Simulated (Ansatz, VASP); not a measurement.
## Two plane-wave programs on TeW

```
W Te
1.0
     0.00000    2.83202    2.83202
     2.83202    0.00000    2.83202
     2.83202    2.83202    0.00000
W Te
1 1
Direct
  0.00000 0.00000 0.00000
  0.50000 0.50000 0.50000
```

Alike in both runs: task single point; functional PBE; k mesh 14 × 14 × 14; occupations gaussian, width 0.1 eV; collinear spin.

|  | VASP | Ansatz |
| --- | --- | --- |
| version | VASP 6.6.1 | Ansatz 0.2.0 |
| potentials or method | VASP PAW PBE potentials, release 64 (W_sv, Te), cutoff 520 eV | scalar-relativistic, plane waves, PAW |
| valence electrons in the cell | 20 | 30 |

Ansatz gave:

| Item | Value |
| --- | --- |
| gap on the k mesh at the Fermi level (eV) | none |
| pressure (GPa) | 0.0 |
| net moment per atom (μB) | 1.13 |
| size of the moment on the site where the two differ most (μB) | 1.70 |

Which values does VASP return?

gap on the k mesh at the Fermi level (eV): none; pressure (GPa): 0.0; net moment per atom (μB): 1.12; size of the moment on the site where the two differ most (μB): 1.80.

Site moments also hang on the region over which each program counts them. A gap of «none» marks a metal or a gap that the smearing closes. VASP's potentials hold 20 valence electrons a cell and Ansatz's 30, so a difference there can come from the potentials and not from the codes.

Spin-orbit coupling is off throughout.
